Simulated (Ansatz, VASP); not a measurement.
**Two plane-wave programs on AlGaN2**

```
Al Ga N
1.0
     3.04665    0.00000    0.00000
     0.00000    3.04665    0.00000
     0.00000    0.00000    4.35748
Al Ga N
1 1 2
Cartesian
  1.5233 1.5233 2.1787
  0.0000 0.0000 0.0000
  1.5233 0.0000 3.2170
  0.0000 1.5233 1.1405
```

Change from the starting cell: strain -0.030 along x and y, -0.015 along z, atoms carried along.

Alike in both runs: task single point; functional r2SCAN; k mesh 8 × 8 × 6; occupations gaussian, width 0.05 eV; no spin polarisation.

|  | VASP | Ansatz |
| --- | --- | --- |
| version | VASP 6.6.1 | Ansatz 0.2.0 |
| potentials or method | VASP PAW PBE potentials, release 64 (Al, Ga_d, N), cutoff 520 eV | scalar-relativistic, plane waves, PAW |
| valence electrons in the cell | 26 | 26 |

|  | VASP | Ansatz | Ansatz less VASP |
| --- | --- | --- | --- |
| gap on the k mesh at the Fermi level (eV) | 3.82 | 3.83 | +0.008 |
| least direct gap on the mesh (eV) | 3.93 | 3.92 | -0.008 |
| pressure (GPa) | 18.2 | 17.6 | -0.62 |
| traceless stress, the component that is largest in VASP (GPa) | -1.44 | -1.52 | -0.078 |
| rms of the force components (eV/Å) | 0.007 | 0.047 | +0.0400 |

VASP's potentials were made for PBE, not for r2SCAN. Atom by atom the forces differ by 0.040 eV/Å (rms over components).
